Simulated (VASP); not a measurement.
A run of VASP 6.6.1 is set up as follows.

INCAR

```
PREC = Accurate
ENCUT = 600
EDIFF = 1E-7
ISMEAR = -1
SIGMA = 0.02
LREAL = False
LASPH = True
NELM = 60
ALGO = Normal
ISIF = 3
LWAVE = False
LCHARG = False
GGA = PE
IBRION = 2
NSW = 80
EDIFFG = -0.005
```

KPOINTS

```
Automatic mesh
0
Gamma
  6 6 2
```

File POSCAR:

```
In3Sb2As
1.0
    4.4337941669      0.0000000000      0.0000000000
   -2.2168970834      3.8397783837      0.0000000000
    0.0000000000      0.0000000000     10.8605333333
As Sb In
1 2 3
Direct
    0.0000000000      0.0000000000      0.0000000000
    0.3333333333      0.6666666667      0.3333333333
    0.6666666667      0.3333333333      0.6666666667
    0.3333333333      0.6666666667      0.0833333333
    0.6666666667      0.3333333333      0.4166666667
    0.0000000000      0.0000000000      0.7500000000
```

Potentials or basis: VASP PAW PBE potentials, release 64 (As, Sb, In_d).

The run is started by

```sh
$ cat potpaw_PBE.64/As/POTCAR potpaw_PBE.64/Sb/POTCAR potpaw_PBE.64/In_d/POTCAR > POTCAR
$ mpirun -np 1 vasp_std > vasp.out
```

Predict the relaxed volume.

34.20 Å³/atom.

What does it give for the band gap on the k mesh?

Zero (filled and empty bands overlap).

Predict the space group after relaxing (to 0.1 Å).

P3m1 (No. 156).

Forces in eV/Å, atoms in the order of the input:
```
As   0.000  0.000  0.001
Sb   0.000  0.000 -0.004
Sb   0.000  0.000  0.001
In   0.000  0.000  0.001
In   0.000  0.000 -0.003
In   0.000  0.000  0.004
```

Caveat: semilocal functionals underestimate gaps, and a narrow one can read as zero; spin-orbit coupling is left out, which moves the levels of the heavy elements.
